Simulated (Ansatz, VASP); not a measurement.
**WSe2 in VASP and in Ansatz**

```
CELL_PARAMETERS angstrom
3.31442 0.00000 0.00000
-1.65721 2.87038 0.00000
0.00000 0.00000 28.90609
ATOMIC_POSITIONS crystal
W 0.66667 0.33333 0.00000
W 0.33333 0.66667 0.76994
W 0.33333 0.66667 0.23006
Se 0.33333 0.66667 0.05577
Se 0.66667 0.33333 0.82572
Se 0.66667 0.33333 0.28580
Se 0.33333 0.66667 0.94423
Se 0.66667 0.33333 0.71420
Se 0.66667 0.33333 0.17428
```

Change from the starting cell: strain +0.000 along x and y, -0.030 along z, atoms carried along.

Alike in both runs: task single point; functional r2SCAN; k mesh 12 × 12 × 1; occupations gaussian, width 0.05 eV; no spin polarisation.

|  | VASP | Ansatz |
| --- | --- | --- |
| version | VASP 6.6.1 | Ansatz 0.2.0 |
| potentials or method | VASP PAW PBE potentials, release 64 (W_sv, Se), cutoff 520 eV | scalar-relativistic, plane waves, PAW |
| valence electrons in the cell | 78 | 138 |

```tsv
	VASP	Ansatz	Ansatz less VASP
gap on the k mesh at the Fermi level (eV)	1.13	1.14	+0.008
least direct gap on the mesh (eV)	1.49	1.49	+0.003
rms of the force components (eV/Å)	0.472	0.448	-0.0245
```

VASP's potentials were made for PBE, not for r2SCAN. Atom by atom the forces differ by 0.025 eV/Å (rms over components). VASP's potentials hold 78 valence electrons a cell and Ansatz's 138, so a difference there can come from the potentials and not from the codes.

Spin-orbit coupling is off throughout.
